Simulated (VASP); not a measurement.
A run of VASP 6.6.1 is set up as follows.

INCAR

```
SYSTEM = Be3B2Cl3
PREC = Accurate
ENCUT = 600
EDIFF = 1E-6
ISMEAR = 0
SIGMA = 0.1
LREAL = .False.
LASPH = .True.
NELM = 100
ALGO = Normal
ISIF = 3
LWAVE = .False.
LCHARG = .False.
GGA = PE
IBRION = 2
NSW = 90
EDIFFG = -0.04
```

File KPOINTS:

```
Automatic mesh
0
Gamma
  4 4 4
  0 0 0
```

The input POSCAR:

```
Be3B2Cl3
1.0
    4.2625844700      0.0000000000      0.0000000000
    0.0000000000      4.2625844700      0.0000000000
    0.0000000000      0.0000000000      6.6508751800
Be B Cl
3 2 3
Direct
    0.5000000000      0.5000000000      0.0000000000
    0.0000000000      0.0000000000      0.5000000000
    0.5000000000      0.5000000000      0.5000000000
    0.5000000000      0.0000000000      0.5000000000
    0.0000000000      0.5000000000      0.5000000000
    0.5000000000      0.5000000000      0.2674835400
    0.5000000000      0.5000000000      0.7325164600
    0.0000000000      0.0000000000      0.0000000000
```

Potentials or basis: VASP PAW PBE potentials, release 64 (Be, B, Cl).

Run with:

```bash
$ cat potpaw_PBE.64/Be/POTCAR potpaw_PBE.64/B/POTCAR potpaw_PBE.64/Cl/POTCAR > POTCAR
$ mpirun -np 1 vasp_std > vasp.out
```

(1) Predict the relaxed cell.

(2) What does it give for the space group after relaxing (to 0.05 Å)?

(3) Estimate the relaxed volume.

Results:

(1) a = 3.776 Å, b = 3.776 Å, c = 8.995 Å, α = 90.00°, β = 90.00°, γ = 90.00°.

(2) P4/mmm (No. 123).

(3) 16.03 Å³/atom.

Caveat: the k points lie up to 0.42 Å⁻¹ apart in the final cell; an odd number of electrons without spin polarisation forces a metal; a magnetic or distorted state may lie lower.
